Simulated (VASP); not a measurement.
# MoS (F-43m) in VASP: notebook

Runs on MoS. Level: r2SCAN+U. Tasks: single point.

Everything below comes from runs of VASP 6.6.1. Logs are shortened: lines on timing, memory, paths and dates and some standing lists are left out, and cuts for length are marked.

## (1) The cell of the first run

Symmetry: F-43m, No. 216, cubic system. The conventional cell has a = 6.023 Å, b = 6.023 Å, c = 6.023 Å, α = 90.00°, β = 90.00°, γ = 90.00°. Mo (site symmetry -43m) has 4 S at 2.61 Å within 3.4 Å. Within 3.4 Å of S (site symmetry -43m) lie 4 Mo at 2.61 Å.

## (2) Single point, r2SCAN+U, collinear spin

The input, POSCAR:

```
MoS
1.0
    0.0000000000      3.0114943698      3.0114943698
    3.0114943698      0.0000000000      3.0114943698
    3.0114943698      3.0114943698      0.0000000000
Mo S
1 1
Direct
    0.0000000000      0.0000000000      0.0000000000
    0.2500000000      0.2500000000      0.2500000000
```

The input, INCAR.step1:

```
SYSTEM = MoS
  PREC = Accurate
  ENCUT = 520
  ISMEAR = 0
  SIGMA = 0.1
  LREAL = .False.
  LASPH = .True.
  NELM = 150
  ISPIN = 2
  MAGMOM = 2 0
  LMAXMIX = 4
  LDAU = .True.
  LDAUTYPE = 2
  LDAUL = 2 -1
  LDAUU = 4.38 0
  LDAUJ = 0 0
  NBANDS = 21
  GGA = PE
  ALGO = Normal
  EDIFF = 1E-4
  LWAVE = .True.
  LCHARG = .False.
```

The input, INCAR.step2:

```
SYSTEM = MoS
  PREC = Accurate
  ENCUT = 520
  EDIFF = 1E-6
  ISMEAR = 0
  SIGMA = 0.1
  LREAL = .False.
  LASPH = .True.
  NELM = 150
  ALGO = Normal
  ISIF = 2
  LWAVE = .False.
  LCHARG = .False.
  ISPIN = 2
  MAGMOM = 2 0
  LORBIT = 11
  LMAXMIX = 4
  LDAU = .True.
  LDAUTYPE = 2
  LDAUL = 2 -1
  LDAUU = 4.38 0
  LDAUJ = 0 0
  LDAUPRINT = 1
  METAGGA = R2SCAN
  LMIXTAU = .True.
  NBANDS = 21
  ISTART = 1
```

The input, KPOINTS:

```
Automatic mesh
0
Gamma
  12 12 12
  0 0 0
```

Potentials or basis: VASP PAW PBE potentials, release 64 (Mo_sv, S).

Command:

```bash
cat potpaw_PBE.64/Mo_sv/POTCAR potpaw_PBE.64/S/POTCAR > POTCAR
cp INCAR.step1 INCAR
mpirun -np 1 vasp_std > vasp.out
cp INCAR.step2 INCAR
mpirun -np 1 vasp_std > vasp.out
```

OUTCAR:

```text
SYSTEM = MoS
   PREC = Accurate
   ENCUT = 520
   EDIFF = 1E-6
   ISMEAR = 0
   LREAL = .False.
   LASPH = .True.
   NELM = 150
   ISIF = 2
   ISPIN = 2
   LORBIT = 11
   METAGGA = R2SCAN
   ISTART = 1

 ion  position               nearest neighbor table
   1  0.000  0.000  0.000-   2 2.61   2 2.61   2 2.61   2 2.61
   2  0.250  0.250  0.250-   1 2.61   1 2.61   1 2.61   1 2.61

  LATTYP: Found a face centered cubic cell.
 ALAT       =     6.0229887396

  Lattice vectors:

 A1 = (   0.0000000000,   3.0114943698,   3.0114943698)
 A2 = (   3.0114943698,   0.0000000000,   3.0114943698)
 A3 = (   3.0114943698,   3.0114943698,   0.0000000000)

Analysis of symmetry for initial positions (statically):
=====================================================================
 Subroutine PRICEL returns:
 Original cell was already a primitive cell.

 Routine SETGRP: Setting up the symmetry group for a
 face centered cubic supercell.

 Subroutine GETGRP returns: Found 24 space group operations
 (whereof 24 operations were pure point group operations)
 out of a pool of 48 trial point group operations.

The static configuration has the point symmetry T_d .

Analysis of symmetry for dynamics (positions and initial velocities):
=====================================================================
 Subroutine PRICEL returns:
 Original cell was already a primitive cell.

 Routine SETGRP: Setting up the symmetry group for a
 face centered cubic supercell.

 Subroutine GETGRP returns: Found 24 space group operations
 (whereof 24 operations were pure point group operations)
 out of a pool of 48 trial point group operations.

The dynamic configuration has the point symmetry T_d .

Analysis of structural, dynamic, and magnetic symmetry:
=====================================================================
 Subroutine PRICEL returns:
 Original cell was already a primitive cell.

 Routine SETGRP: Setting up the symmetry group for a
 face centered cubic supercell.

 Subroutine GETGRP returns: Found 24 space group operations
[... 169 lines left out ...]
  o =  0.0526  v =  0.0000  0.0000  0.0000  0.0000  0.0000 -0.0934  0.9940  0.0000  0.0574 -0.0000      0.0000  0.0000  0.0000  0.0000  0.0000  0.0000  0.0000  0.0000  0.0000  0.0000
  o =  0.0526  v =  0.0000  0.0000  0.0000  0.0000  0.0000  0.9956  0.0933 -0.0000  0.0048 -0.0000      0.0000  0.0000  0.0000  0.0000  0.0000  0.0000  0.0000  0.0000  0.0000  0.0000
  o =  0.0526  v =  0.0000  0.0000  0.0000  0.0000  0.0000  0.0006 -0.0576 -0.0000  0.9983  0.0000      0.0000  0.0000  0.0000  0.0000  0.0000  0.0000  0.0000  0.0000  0.0000  0.0000
  o =  0.6914  v =  0.0000  0.0984  0.0000 -0.9951 -0.0000  0.0000  0.0000  0.0000  0.0000  0.0000      0.0000  0.0000  0.0000  0.0000  0.0000  0.0000  0.0000  0.0000  0.0000  0.0000
  o =  0.6914  v =  0.0000 -0.9951 -0.0000 -0.0984 -0.0000  0.0000  0.0000  0.0000  0.0000  0.0000      0.0000  0.0000  0.0000  0.0000  0.0000  0.0000  0.0000  0.0000  0.0000  0.0000
  o =  0.6914  v =  1.0000  0.0000  0.0000  0.0000  0.0000  0.0000  0.0000  0.0000  0.0000  0.0000      0.0000  0.0000  0.0000  0.0000  0.0000  0.0000  0.0000  0.0000  0.0000  0.0000
  o =  0.8333  v =  0.0000  0.0000  0.0758  0.0000 -0.9971  0.0000  0.0000  0.0000  0.0000  0.0000      0.0000  0.0000  0.0000  0.0000  0.0000  0.0000  0.0000  0.0000  0.0000  0.0000
  o =  0.8333  v =  0.0000  0.0000 -0.9971 -0.0000 -0.0758  0.0000  0.0000  0.0000  0.0000  0.0000      0.0000  0.0000  0.0000  0.0000  0.0000  0.0000  0.0000  0.0000  0.0000  0.0000

 number of electron      20.0000000 magnetization       4.0000000

 Free energy of the ion-electron system (eV)
  ---------------------------------------------------
  ext. energy  EPLUGINS =         0.00000000
  ---------------------------------------------------
  free energy    TOTEN  =       -30.41724674 eV

  energy without entropy =      -30.41226952  energy(sigma->0) =      -30.41475813

 E-fermi :   4.5540     XC(G=0):  -9.4411

 val. band max:        4.5320548174   @ k =   0.4167   0.3333   0.0833
 cond. band min:       4.5980147142   @ k =   0.5000   0.1667   0.0000
 fundamental gap:      0.0659598968
 Fermi energy:         4.5540489327

 spin component 1

 k-point     1 :       0.0000    0.0000    0.0000
  band No.  band energies     occupation
      1     -59.2905      1.00000
      2     -32.8748      1.00000
      3     -32.8748      1.00000
      4     -32.8748      1.00000
      5      -9.5104      1.00000
      6      -0.6008      1.00000
[... 1145 lines left out ...]
     20      17.2571      0.00000
     21      19.7285      0.00000

 [... further k-points ...]

------------------------ aborting loop because EDIFF is reached ----------------------------------------

  FORCE on cell =-STRESS in cart. coord.  units (eV):
  Direction    XX          YY          ZZ          XY          YZ          ZX
  --------------------------------------------------------------------------------------
  -------------------------------------------------------------------------------------
  Total       -1.0132958     -1.0132958     -1.0132958      0.0000000     -0.0000000     -0.0000000
  in kB      -29.7214963    -29.7214963    -29.7214963      0.0000000     -0.0000000     -0.0000000
  external PRESSURE =     -29.7214963 kB  Pullay stress =       0.0000000 kB

 VOLUME and BASIS-vectors are now :
 -----------------------------------------------------------------------------
  energy-cutoff  :      520.00
  volume of cell :       54.62
      direct lattice vectors                 reciprocal lattice vectors
     0.000000000  3.011494370  3.011494370    -0.166030528  0.166030528  0.166030528
     3.011494370  0.000000000  3.011494370     0.166030528 -0.166030528  0.166030528
     3.011494370  3.011494370  0.000000000     0.166030528  0.166030528 -0.166030528

 POSITION                                       TOTAL-FORCE (eV/Angst)
 -----------------------------------------------------------------------------------
      0.00000      0.00000      0.00000        -0.000000     -0.000000      0.000000
      1.50575      1.50575      1.50575         0.000000      0.000000     -0.000000
 -----------------------------------------------------------------------------------
    total drift:                               -0.000000     -0.000000     -0.000000

  FREE ENERGIE OF THE ION-ELECTRON SYSTEM (eV)
  ---------------------------------------------------
  free  energy   TOTEN  =       -30.4172467439 eV

  energy  without entropy=      -30.4122695164  energy(sigma->0) =      -30.41475813

 total charge

# of ion       s       p       d       tot
------------------------------------------
    1        2.189   6.065   3.891  12.146
    2        1.316   2.395   0.000   3.711
--------------------------------------------------
tot          3.505   8.460   3.891  15.856

 magnetization (x)

# of ion       s       p       d       tot
------------------------------------------
    1        0.064   0.041   3.529   3.634
    2       -0.002  -0.215   0.000  -0.218
--------------------------------------------------
tot          0.062  -0.175   3.529   3.416
```

OUTCAR.step1:

```text
SYSTEM = MoS
   PREC = Accurate
   ENCUT = 520
   ISMEAR = 0
   LREAL = .False.
   LASPH = .True.
[... 1398 lines left out ...]
      0.00000      0.00000      0.00000         0.000000      0.000000      0.000000
      1.50575      1.50575      1.50575        -0.000000     -0.000000     -0.000000
 -----------------------------------------------------------------------------------
    total drift:                               -0.000000     -0.000000     -0.000000

  FREE ENERGIE OF THE ION-ELECTRON SYSTEM (eV)
  ---------------------------------------------------
  free  energy   TOTEN  =       -10.6554979837 eV

  energy  without entropy=      -10.6498276093  energy(sigma->0) =      -10.65266280
```

It took 13 min on 1 thread of Oxide Virtual Turin-like, shared host; peak memory 0.26 GiB.

What came out:

```yaml
Free_energy: -30.4172 eV
Pressure: -3.0 GPa
Band_gap_on_the_k_mesh: zero (filled and empty bands overlap)
Net_moment: 4.00 μB per cell
Site_moments: Mo +3.63; S -0.22 μB
Valence_electrons_inside_the_program's_atomic_spheres: Mo 12.15; S 3.71
```

Levels at points of the mesh, in eV from the Fermi level:
Spin up:
```
           k point  band 8  band 9  band 10  band 11  band 12  band 13  band 14  band 15  band 16  band 17
(0.00, 0.00, 0.00)   -5.15   -2.96    -2.96     0.26     1.67     1.67     1.67     6.65     6.65     6.65
(0.50, 0.00, 0.00)   -4.90   -2.63    -2.63    -1.81     0.33     0.33     2.93     6.15     7.37     7.37
(0.50, 0.50, 0.00)   -4.14   -2.54    -2.44    -2.07    -0.99    -0.99     4.02     5.57     7.82    10.24
```
Spin down:
```
           k point  band 6  band 7  band 8  band 9  band 10  band 11
(0.00, 0.00, 0.00)   -3.72   -3.72   -3.72    1.67     3.42     3.42
(0.50, 0.00, 0.00)   -4.84   -3.60   -3.60    3.03     3.62     3.62
(0.50, 0.50, 0.00)   -4.90   -3.59   -3.59    1.30     2.92     4.16
```

Eigenvalues of the final occupation matrices:
```tsv
site	spin	trace	eigenvalues
site 1 d	1	3.74	0.69 0.69 0.69 0.83 0.83
site 1 d	2	0.19	0.01 0.01 0.05 0.05 0.05
```

Caveat: the PAW data sets were made with another functional, which shifts forces and pressure a little.

## (3) Single point, r2SCAN+U, collinear spin

This run uses another cell than the first one, of 28.89 Å³/atom.

The input, POSCAR:

```
MoS
1.0
    0.0000000000      3.0683283835      3.0683283835
    3.0683283835      0.0000000000      3.0683283835
    3.0683283835      3.0683283835      0.0000000000
Mo S
1 1
Direct
    0.0000000000      0.0000000000      0.0000000000
    0.2500000000      0.2500000000      0.2500000000
```

INCAR.step1 is that of step 2.

Changes to INCAR.step2 since step 2:

```diff
@@ -12,3 +12,3 @@
   LWAVE = .False.
-  LCHARG = .False.
+  LCHARG = .True.
   ISPIN = 2
@@ -25,2 +25,4 @@
   LMIXTAU = .True.
+  LELF = .True.
+  LVHAR = .True.
   NBANDS = 21
```

The input, KPOINTS:

```
regular mesh
0
Gamma
  12 12 12
  0 0 0
```

Potentials or basis: VASP PAW PBE potentials, release 64 (Mo_sv, S).

Command:

```bash
cat potpaw_PBE.64/Mo_sv/POTCAR potpaw_PBE.64/S/POTCAR > POTCAR
cp INCAR.step1 INCAR
mpirun -np 1 vasp_std > vasp.out
cp INCAR.step2 INCAR
mpirun -np 1 vasp_std > vasp.out
```

Wall time 10 min (1 thread of Oxide Virtual Turin-like, shared host); peak memory 0.27 GiB.

The run converged. Its results:

```yaml
Free_energy: -30.3347 eV
Pressure: -5.3 GPa
Band_gap_on_the_k_mesh: zero (filled and empty bands overlap)
Net_moment: 4.00 μB per cell
Site_moments: Mo +3.66; S -0.23 μB
Valence_electrons_inside_the_program's_atomic_spheres: Mo 12.11; S 3.69
```

Levels at points of the mesh, in eV from the Fermi level:
Spin up:
```tsv
k point	band 8	band 9	band 10	band 11	band 12	band 13	band 14	band 15	band 16	band 17
(0.00, 0.00, 0.00)	-4.78	-2.81	-2.81	0.29	1.55	1.55	1.55	6.65	6.65	6.65
(0.50, 0.00, 0.00)	-4.55	-2.50	-2.50	-1.69	0.34	0.34	2.91	6.02	7.30	7.30
(0.50, 0.50, 0.00)	-3.85	-2.45	-2.22	-1.98	-0.90	-0.90	3.93	5.41	7.65	10.06
```
Spin down:
| k point | band 5 | band 6 | band 7 | band 8 | band 9 | band 10 | band 11 | band 12 |
| --- | --- | --- | --- | --- | --- | --- | --- | --- |
| (0.00, 0.00, 0.00) | -13.92 | -3.43 | -3.43 | -3.43 | 1.70 | 3.65 | 3.65 | 5.72 |
| (0.50, 0.00, 0.00) | -13.58 | -4.52 | -3.34 | -3.34 | 3.22 | 3.82 | 3.82 | 4.46 |
| (0.50, 0.50, 0.00) | -13.48 | -4.56 | -3.36 | -3.36 | 1.60 | 3.12 | 4.33 | 4.33 |

Eigenvalues of the final occupation matrices:
```
    site  spin  trace               eigenvalues
site 1 d     1   3.75  0.69 0.69 0.69 0.84 0.84
site 1 d     2   0.16  0.01 0.01 0.05 0.05 0.05
```

Caveat: the cell stands under tension; the PAW data sets were made with another functional, which shifts forces and pressure a little.

## (4) Single point, r2SCAN+U, collinear spin

This run uses another cell than the first one, of 30.99 Å³/atom.

The input, POSCAR:

```
MoS
1.0
    0.0000000000      3.1409783643      3.1409783643
    3.1409783643      0.0000000000      3.1409783643
    3.1409783643      3.1409783643      0.0000000000
Mo S
1 1
Direct
    0.0000000000      0.0000000000      0.0000000000
    0.2500000000      0.2500000000      0.2500000000
```

INCAR.step1 is that of step 3.

INCAR.step2 is that of step 3.

KPOINTS is that of step 3.

Command:

```bash
cat potpaw_PBE.64/Mo_sv/POTCAR potpaw_PBE.64/S/POTCAR > POTCAR
cp INCAR.step1 INCAR
mpirun -np 1 vasp_std > vasp.out
cp INCAR.step2 INCAR
mpirun -np 1 vasp_std > vasp.out
```

It took 8.1 min on 1 thread of Oxide Virtual Turin-like, shared host; peak memory 0.31 GiB.

It converged, with:

```
Free energy                                           : -30.1661 eV
Pressure                                              : -7.4 GPa
Band gap on the k mesh                                : zero (filled and empty bands overlap)
Net moment                                            : 4.00 μB per cell
Site moments                                          : Mo +3.70; S -0.25 μB
Valence electrons inside the program's atomic spheres : Mo 12.08; S 3.67
```

Levels at points of the mesh, in eV from the Fermi level:
Spin up:
```csv
k point,band 10,band 11,band 12,band 13,band 14,band 15
"(0.00, 0.00, 0.00)",-2.64,0.33,1.41,1.41,1.41,6.64
"(0.50, 0.00, 0.00)",-2.35,-1.56,0.34,0.34,2.88,5.86
"(0.50, 0.50, 0.00)",-1.98,-1.88,-0.79,-0.79,3.85,5.20
```
Spin down:
```
           k point  band 5  band 6  band 7  band 8  band 9  band 10  band 11  band 12
(0.00, 0.00, 0.00)  -13.55   -3.10   -3.10   -3.10    1.74     3.91     3.91     5.75
(0.50, 0.00, 0.00)  -13.27   -4.13   -3.03   -3.03    3.45     4.05     4.05     4.45
(0.50, 0.50, 0.00)  -13.19   -4.16   -3.08   -3.08    1.95     3.36     4.53     4.53
```

Eigenvalues of the final occupation matrices:
| site | spin | trace | eigenvalues |
| --- | --- | --- | --- |
| site 1 d | 1 | 3.77 | 0.69 0.69 0.69 0.84 0.84 |
| site 1 d | 2 | 0.14 | 0.01 0.01 0.04 0.04 0.04 |

Caveat: the cell stands under tension; the PAW data sets were made with another functional, which shifts forces and pressure a little.

(Part 1 of 2 ends here.)

The gap in the log of VASP goes by the Fermi energy; the results here count the filled bands.